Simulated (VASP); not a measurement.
# TlIn4 (Im-3m) in VASP: single point with PBE

Aim: the single point of TlIn4 with PBE.

Everything below comes from runs of VASP 6.6.1. Logs are shortened: lines on timing, memory, paths and dates and some standing lists are left out, and cuts for length are marked.

### Step 1. The cell of the first run

The structure is cubic, space group Im-3m (No. 229). Conventional cell: a = 7.067 Å, b = 7.067 Å, c = 7.067 Å, α = 90.00°, β = 90.00°, γ = 90.00°. Within 4.0 Å of Tl (site symmetry m-3m) lie 8 In at 3.06 Å. Within 4.0 Å of In (site symmetry -3m) lie 2 Tl at 3.06 Å and 6 In at 3.53 Å.

The cell was generated, and may not be a known phase.

### Step 2. Single point, PBE

INCAR reads:

```
SYSTEM = TlIn4
ALGO = Normal
EDIFF = 1E-6
ENCUT = 520
GGA = PE
ISIF = 2
ISMEAR = 0
LASPH = .TRUE.
LCHARG = .FALSE.
LREAL = .FALSE.
LWAVE = .FALSE.
NBANDS = 40
NELM = 100
PREC = Accurate
SIGMA = 0.1
```

KPOINTS reads:

```
k-points
0
G
  8 8 8
  0 0 0
```

POSCAR reads:

```
TlIn4
1.0
   -3.5332892226      3.5332892226      3.5332892226
    3.5332892226     -3.5332892226      3.5332892226
    3.5332892226      3.5332892226     -3.5332892226
Tl In
1 4
Direct
    0.0000000000      0.0000000000      0.0000000000
    0.5000000000      0.5000000000      0.5000000000
    0.5000000000      0.0000000000      0.0000000000
    0.0000000000      0.0000000000      0.5000000000
    0.0000000000      0.5000000000      0.0000000000
```

Potentials or basis: VASP PAW PBE potentials, release 64 (Tl_d, In_d).

Run with:

```bash
$ cat potpaw_PBE.64/Tl_d/POTCAR potpaw_PBE.64/In_d/POTCAR > POTCAR
$ mpirun -np 1 vasp_std > vasp.out
```

OUTCAR:

```text
SYSTEM = TlIn4
   EDIFF = 1E-6
   ENCUT = 520
   GGA = PE
   ISIF = 2
   ISMEAR = 0
   LASPH = .TRUE.
   LREAL = .FALSE.
   NELM = 100
   PREC = Accurate

 ion  position               nearest neighbor table
   1  0.000  0.000  0.000-   2 3.06   3 3.06   4 3.06   5 3.06   4 3.06   5 3.06   3 3.06   2 3.06

   2  0.500  0.500  0.500-   1 3.06   1 3.06   4 3.53   5 3.53   3 3.53   5 3.53   4 3.53   3 3.53

   3  0.500  0.000  0.000-   1 3.06   1 3.06   4 3.53   5 3.53   2 3.53   2 3.53   4 3.53   5 3.53

   4  0.000  0.000  0.500-   1 3.06   1 3.06   3 3.53   5 3.53   2 3.53   5 3.53   3 3.53   2 3.53

   5  0.000  0.500  0.000-   1 3.06   1 3.06   3 3.53   4 3.53   2 3.53   4 3.53   2 3.53   3 3.53

  LATTYP: Found a body centered cubic cell.
 ALAT       =     7.0665784452

  Lattice vectors:

 A1 = (  -3.5332892226,   3.5332892226,   3.5332892226)
 A2 = (   3.5332892226,  -3.5332892226,   3.5332892226)
 A3 = (   3.5332892226,   3.5332892226,  -3.5332892226)

Analysis of symmetry for initial positions (statically):
=====================================================================
 Subroutine PRICEL returns:
 Original cell was already a primitive cell.

 Routine SETGRP: Setting up the symmetry group for a
 body centered cubic supercell.

 Subroutine GETGRP returns: Found 48 space group operations
 (whereof 48 operations were pure point group operations)
 out of a pool of 48 trial point group operations.

The static configuration has the point symmetry O_h .

Analysis of symmetry for dynamics (positions and initial velocities):
=====================================================================
 Subroutine PRICEL returns:
 Original cell was already a primitive cell.

 Routine SETGRP: Setting up the symmetry group for a
 body centered cubic supercell.

 Subroutine GETGRP returns: Found 48 space group operations
 (whereof 48 operations were pure point group operations)
 out of a pool of 48 trial point group operations.

The dynamic configuration has the point symmetry O_h .

 Subroutine INISYM returns: Found 48 space group operations
 (whereof 48 operations are pure point group operations),
 and found     1 'primitive' translations

----------------------------------------------------------------------------------------

                                     Primitive cell

  volume of cell :     176.4402

  direct lattice vectors                    reciprocal lattice vectors
    -3.533289223  3.533289223  3.533289223     0.000000000  0.141511201  0.141511201
     3.533289223 -3.533289223  3.533289223     0.141511201  0.000000000  0.141511201
     3.533289223  3.533289223 -3.533289223     0.141511201  0.141511201  0.000000000

  length of vectors
     6.119836451  6.119836451  6.119836451     0.200127059  0.200127059  0.200127059

  position of ions in fractional coordinates (direct lattice)
     0.000000000  0.000000000  0.000000000
     0.500000000  0.500000000  0.500000000
     0.500000000  0.000000000  0.000000000
     0.000000000  0.000000000  0.500000000
     0.000000000  0.500000000  0.000000000

  ion indices of the primitive-cell ions
   primitive index   ion index
                 1           1
                 2           2
                 3           3
                 4           4
                 5           5

----------------------------------------------------------------------------------------

 KPOINTS: k-points

Automatic generation of k-mesh.
 Grid dimensions read from file:
 generate k-points for:    8    8    8

 Generating k-lattice:

  Cartesian coordinates                     Fractional coordinates (reciprocal lattice)
     0.000000000  0.017688900  0.017688900     0.125000000  0.000000000  0.000000000
     0.017688900  0.000000000  0.017688900     0.000000000  0.125000000  0.000000000
     0.017688900  0.017688900  0.000000000     0.000000000  0.000000000  0.125000000

  Length of vectors
     0.025015882  0.025015882  0.025015882

  Shift w.r.t. Gamma in fractional coordinates (k-lattice)
     0.000000000  0.000000000  0.000000000

 Subroutine IBZKPT returns following result:
 ===========================================

 Found     29 irreducible k-points:

 Following reciprocal coordinates:
            Coordinates               Weight
  0.000000  0.000000  0.000000      1.000000
  0.125000  0.000000  0.000000     12.000000
  0.250000  0.000000  0.000000     12.000000
  0.375000  0.000000  0.000000     12.000000
  0.500000  0.000000  0.000000      6.000000
  0.125000  0.125000  0.000000     24.000000
[... 16 lines left out ...]
 -0.250000  0.250000  0.250000      6.000000
 -0.375000  0.375000  0.250000     24.000000
 [... further k-points ...]
   k-points           NKPTS =     29   k-points in BZ     NKDIM =     29   number of bands    NBANDS=     40
   number of dos      NEDOS =    301   number of ions     NIONS =      5
   total plane-waves  NPLWV = 110592
   dimension x,y,z NGX =    48 NGY =   48 NGZ =   48
   dimension x,y,z NGXF=    96 NGYF=   96 NGZF=   96
   ions per type =               1   4
   NGX,Y,Z   is equivalent  to a cutoff of  13.04, 13.04, 13.04 a.u.
   NGXF,Y,Z  is equivalent  to a cutoff of  26.08, 26.08, 26.08 a.u.
 SYSTEM =  TlIn4
   PREC   = accura    normal or accurate (medium, high low for compatibility)
   ISTART =      0    job   : 0-new  1-cont  2-samecut
   ICHARG =      2    charge: 1-file 2-atom 10-const
   ISPIN  =      1    spin polarized calculation?
   LNONCOLLINEAR =      F non collinear calculations
   LSORBIT =      F    spin-orbit coupling
   LASPH  =      T    aspherical Exc in radial PAW
   ENCUT  =  520.0 eV  38.22 Ry    6.18 a.u.  11.38 11.38 11.38*2*pi/ulx,y,z
   NELM   =    100;   NELMIN=  2; NELMDL= -5     # of ELM steps
   EDIFF  = 0.1E-05   stopping-criterion for ELM
   LREAL  =      F    real-space projection
   EDIFFG = 0.1E-04   stopping-criterion for IOM
   NSW    =      0    number of steps for IOM
   IBRION =     -1    ionic relax: 0-MD 1-quasi-New 2-CG
   NFREE  =      0    steps in history (QN), initial steepest desc. (CG)
   ISIF   =      2    stress and relaxation
   ISYM   =      2    0-nonsym 1-usesym 2-fastsym
   POTIM  = 0.5000    time-step for ionic-motion
   TEBEG  =    0.0;   TEEND  =   0.0 temperature during run
   PSTRESS=    0.0 pullay stress
   NELECT =      65.0000    total number of electrons
   NUPDOWN=      -1.0000    fix difference up-down
   EMIN   =  10.00;   EMAX   =-10.00  energy-range for DOS
   EFERMI =   0.00;   METHOD = LEGACY
   ISMEAR =     0;   SIGMA  =   0.10  broadening in eV -4-tet -1-fermi 0-gaus
   EFERMI_NEDOS =   21; number of points for ismear=-14 and -15
   IALGO  =     38    algorithm
   IMIX   =      4    mixing-type and parameters
     AMIX     =   0.40;   BMIX     =  1.00
     AMIX_MAG =   1.60;   BMIX_MAG =  1.00
  volume/ion in A,a.u.               =      35.29       238.14
  Fermi-wavevector in a.u.,A,eV,Ry     =   1.173582  2.217748 18.739231  1.377295
  Thomas-Fermi vector in A             =   2.309993
   LORBIT       =      0    0 simple, 1 ext, 2 COOP (PROOUT), +10 PAW based schemes
   GGA     = PE    functional components
   LHFCALC =     F    Hartree Fock is set to
   AEXX    =    0.0000 exact exchange contribution
   IVDW    =     0    specifies the selected vdW correction
   LEPSILON=     F    determine dielectric tensor
   LRPA    =     F    only Hartree local field effects (RPA)
 non-spin polarized calculation
 Gauss-broadening in eV      SIGMA  =   0.10
  energy-cutoff  :      520.00
  volume of cell :      176.44
 maximum number of plane-waves:      4777
 NGX is ok and might be reduce to    48
   NGX = 23   NGY = 23   NGZ = 23

 number of electron      64.9999972 magnetization

 Free energy of the ion-electron system (eV)
  ---------------------------------------------------
  ext. energy  EPLUGINS =         0.00000000
  ---------------------------------------------------
  free energy    TOTEN  =       -11.01189254 eV

  energy without entropy =      -11.00128629  energy(sigma->0) =      -11.00658942

 E-fermi :   4.5494     XC(G=0):  -8.7927

 val. band max:        4.5249381744   @ k =   0.1250   0.1250   0.0000
 cond. band min:       4.5577409424   @ k =   0.1250   0.0000   0.0000
 fundamental gap:      0.0328027680
 Fermi energy:         4.5494258095

 k-point     1 :       0.0000    0.0000    0.0000
  band No.  band energies     occupation
      1     -10.1327      2.00000
      2     -10.1149      2.00000
      3     -10.1149      2.00000
      4     -10.0451      2.00000
      5     -10.0451      2.00000
      6     -10.0451      2.00000
[... 32 lines left out ...]
     39       8.8811      0.00000
     40       8.8811      0.00000

 k-point     2 :       0.1250    0.0000    0.0000
  band No.  band energies     occupation
      1     -10.1241      2.00000
      2     -10.1098      2.00000
      3     -10.1038      2.00000
      4     -10.0446      2.00000
      5     -10.0402      2.00000
      6     -10.0361      2.00000
[... 32 lines left out ...]
     39       8.3857      0.00000
     40       8.4045      0.00000

 k-point     3 :       0.2500    0.0000    0.0000
  band No.  band energies     occupation
      1     -10.1048      2.00000
      2     -10.0946      2.00000
      3     -10.0719      2.00000
      4     -10.0434      2.00000
      5     -10.0287      2.00000
      6     -10.0124      2.00000
[... 32 lines left out ...]
     39       8.9151      0.00000
     40       9.2301      0.00000

 k-point     4 :       0.3750    0.0000    0.0000
  band No.  band energies     occupation
      1     -10.0893      2.00000
      2     -10.0715      2.00000
      3     -10.0434      2.00000
      4     -10.0241      2.00000
      5     -10.0189      2.00000
      6     -10.0089      2.00000
[... 32 lines left out ...]
     39       8.6285      0.00000
     40       9.4852      0.00000
[... 772 lines left out ...]
     39       6.9557      0.00000
     40       6.9557      0.00000

 k-point    23 :      -0.2500    0.2500    0.2500
  band No.  band energies     occupation
      1     -10.1017      2.00000
      2     -10.0789      2.00000
      3     -10.0486      2.00000
      4     -10.0486      2.00000
      5     -10.0205      2.00000
      6     -10.0129      2.00000
[... 32 lines left out ...]
     39       9.4605      0.00000
     40       9.6069      0.00000

 k-point    24 :      -0.3750    0.3750    0.2500
  band No.  band energies     occupation
      1     -10.0921      2.00000
      2     -10.0640      2.00000
      3     -10.0559      2.00000
      4     -10.0516      2.00000
      5     -10.0246      2.00000
      6     -10.0234      2.00000
[... 32 lines left out ...]
     39       9.3171      0.00000
     40       9.8852      0.00000

 [... further k-points ...]

------------------------ aborting loop because EDIFF is reached ----------------------------------------

  FORCE on cell =-STRESS in cart. coord.  units (eV):
  Direction    XX          YY          ZZ          XY          YZ          ZX
  --------------------------------------------------------------------------------------
  -------------------------------------------------------------------------------------
  Total       -0.0744274     -0.0744274     -0.0744274      0.0000000      0.0000000     -0.0000000
  in kB       -0.6758427     -0.6758427     -0.6758427      0.0000000      0.0000000     -0.0000000
  external PRESSURE =      -0.6758427 kB  Pullay stress =       0.0000000 kB

 VOLUME and BASIS-vectors are now :
 -----------------------------------------------------------------------------
  energy-cutoff  :      520.00
  volume of cell :      176.44
      direct lattice vectors                 reciprocal lattice vectors
    -3.533289223  3.533289223  3.533289223     0.000000000  0.141511201  0.141511201
     3.533289223 -3.533289223  3.533289223     0.141511201  0.000000000  0.141511201
     3.533289223  3.533289223 -3.533289223     0.141511201  0.141511201  0.000000000

 POSITION                                       TOTAL-FORCE (eV/Angst)
 -----------------------------------------------------------------------------------
      0.00000      0.00000      0.00000         0.000000     -0.000000      0.000000
      1.76664      1.76664      1.76664         0.000000      0.000000      0.000000
     -1.76664      1.76664      1.76664         0.000000     -0.000000     -0.000000
      1.76664      1.76664     -1.76664        -0.000000      0.000000      0.000000
      1.76664     -1.76664      1.76664         0.000000     -0.000000     -0.000000
 -----------------------------------------------------------------------------------
    total drift:                                0.000000      0.000000     -0.000000

  FREE ENERGIE OF THE ION-ELECTRON SYSTEM (eV)
  ---------------------------------------------------
  free  energy   TOTEN  =       -11.0118925437 eV

  energy  without entropy=      -11.0012862905  energy(sigma->0) =      -11.00658942
```

Run time: 1.9 min. Hardware: 1 thread of Intel Xeon 6975P-C (Granite Rapids), shared host; peak memory 0.4 GiB.

What came out:

- Free energy: -11.0119 eV
- Pressure: -0.1 GPa
- Band gap on the k mesh: zero (an odd number of electrons rules out a gap without spin polarisation)

Caveat: spin-orbit coupling is left out, which moves the levels of the heavy elements.

The gap in the log of VASP goes by the Fermi energy; the results here count the filled bands.